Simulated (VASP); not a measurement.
Al2Au:

```
Au Al
1.0
     0.00000    3.00000    3.00000
     3.00000    0.00000    3.00000
     3.00000    3.00000    0.00000
Au Al
1 2
Direct
  0.00000 0.00000 0.00000
  0.75000 0.75000 0.75000
  0.25000 0.25000 0.25000
```

* Program: VASP 6.6.1
* Task: relaxation of cell and atoms
* Functional: RPBE
* Potentials or basis: VASP PAW PBE potentials, release 64 (Au, Al)
* Cutoff: 600 eV
* k mesh: 8 × 8 × 8
* Occupations: fermi-dirac, width 0.05 eV
* Spin: no spin polarisation

At the start: pressure 5.1 GPa; volume 18.00 Å³/atom.

How do energy, volume and symmetry change on relaxing?

Over 3 steps the energy falls by 12.8 meV/atom and the volume is 18.85 Å³/atom (+4.7 %); space group Fm-3m (No. 225, to 0.05 Å).

The path:
```
step  energy change (eV)  largest force (eV/Å)  pressure (GPa)  volume (Å³)
   1              0.0000                0.0000            5.07        54.00
   2             -0.0174                0.0000           -3.17        58.57
   3             -0.0383                0.0000            0.02        56.55
```

Final structure:
```xyz
3
Lattice="0.0000 3.0464 3.0464 3.0464 0.0000 3.0464 3.0464 3.0464 0.0000" Properties=species:S:1:pos:R:3 pbc="T T T"
Au    0.0000    0.0000    0.0000
Al    4.5696    4.5696    4.5696
Al    1.5232    1.5232    1.5232
```

Caveat: the PAW data sets were made with another functional, which shifts forces and pressure a little.
